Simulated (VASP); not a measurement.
Set up this calculation in VASP 6.6.1, as the native input.

| Quantity | Value |
| --- | --- |
| Task | single point |
| Functional | PBE |
| Dispersion | D3(BJ) |
| Potentials or basis | VASP PAW PBE potentials, release 64 (Si, O, H) |
| Cutoff | 520 eV |
| k mesh | 2 × 2 × 2 |
| Occupations | fermi-dirac, width 0.05 eV |
| Spin | collinear spin, ferromagnetic start |
| Starting moments | [0.0, 0.0, 0.0, 0.0, 0.0, 0.0, 0.0, 0.0, 0.0, 0.0, 0.0, 0.0, 0.0, 0.0, 0.0, 0.0, 0.0, 0.0, 0.0, 0.0, 0.0, 0.0, 0.0, 0.0, 1.0] μB |
| Dipole correction | no |
| Further INCAR settings | LREAL = Auto; ALGO = Normal; EDIFF = 1e-06; NBANDS = 86 |

The structure of Si8HO16 (a cell with a defect) lies in POSCAR:

```
Si8HO16
1.0
   -4.1246000000     -4.1246000000      0.0000000000
    4.1246000000     -4.1246000000      0.0000000000
    0.0000000000      0.0000000000      5.2948000000
Si O H
8 16 1
Direct
    0.4890413616      0.4864714154     -0.0132205182
   -0.0082917131      0.5048489551      0.2224068898
    0.4974058090      0.4782766814      0.4856840674
   -0.0041943461      0.5034185133      0.7226713001
   -0.0039397760      0.0104616205     -0.0061758707
    0.4958298987     -0.0209474858      0.2352307925
   -0.0133103816      0.0192988411      0.4826244617
    0.4747854337     -0.0208747515      0.7237289416
    0.1932066140      0.5033700238     -0.0154868928
   -0.0097706444      0.2020074674      0.2303014278
    0.7884764583      0.4854167677     -0.0127861298
   -0.0084371818      0.8061145323      0.2326622346
    0.1917640498      0.4989453523      0.4769396389
   -0.0198201038      0.2246642099      0.7344942207
    0.8066115502      0.5028002715      0.4687806905
    0.0252388110      0.8069388547      0.7377049180
    0.6946491781      0.0044489163     -0.0258177835
    0.5008364447      0.6813145517      0.2365150714
    0.2928768850      0.0128739757     -0.0154302334
    0.4911991466      0.2935072492      0.2417466193
    0.6839814770      0.0048125879      0.4735589635
    0.4673180430      0.6867332590      0.7273362544
    0.2880642971     -0.0052489938      0.4823789378
    0.5036003491      0.2998472579      0.7210281786
    0.7570552296      0.7406172720      0.7239366926
```

The input as run:

INCAR

```
SYSTEM = Si8HO16
PREC     = Accurate       ! precision mode
ENCUT    = 520            ! plane-wave cutoff, eV
EDIFF    = 1E-6           ! SCF threshold, eV
ISMEAR   = -1             ! smearing method
SIGMA    = 0.05           ! smearing width, eV
LREAL    = Auto         
LASPH    = .True.         ! aspherical terms in the spheres
NELM     = 150            ! most SCF steps
ALGO     = Normal         ! electronic algorithm
ISIF     = 2              ! what is computed and relaxed
LWAVE    = .False.        ! write WAVECAR
LCHARG   = .True.         ! write CHGCAR
ISPIN    = 2              ! spin polarisation
MAGMOM   = 0 0 0 0 0 0 0 0 0 0 0 0 0 0 0 0 0 0 0 0 0 0 0 0 1 ! initial moments
LORBIT   = 11             ! projections on sites
GGA      = PE             ! functional
IVDW     = 12             ! dispersion correction
LELF     = .True.         ! ELF
LVHAR    = .True.       
NBANDS   = 86             ! bands
```

KPOINTS

```
Automatic mesh
0
Gamma
  2 2 2
  0 0 0
```

Potentials or basis: VASP PAW PBE potentials, release 64 (Si, O, H).

Run with:

```console
$ cat potpaw_PBE.64/Si/POTCAR potpaw_PBE.64/O/POTCAR potpaw_PBE.64/H/POTCAR > POTCAR
$ mpirun -np 1 vasp_std > vasp.out
```

It gave:

```
Pressure                                              : 23.5 GPa
Largest force                                         : 5.837 eV/Å
Band gap on the k mesh                                : 1.34 eV
Net moment                                            : 1.00 μB per cell
Site moments                                          : Si +0.00, -0.00; O +0.00, +0.02, -0.00, +0.03, +0.12, +0.01, +0.08; H +0.36 μB
Valence electrons inside the program's atomic spheres : Si 1.49, 1.53, 1.56, 1.52, 1.51, 1.48, 1.46; O 5.28, 5.32, 5.26, 5.27, 5.29, 5.21; H 0.54
Dispersion energy per atom                            : -0.249 eV
```

Caveat: the k points lie up to 0.59 Å⁻¹ apart.

Run time: 4.9 min on 1 thread of AMD EPYC 9R45 96-Core Processor (Zen 5) (shared host), peak memory 0.41 GiB.
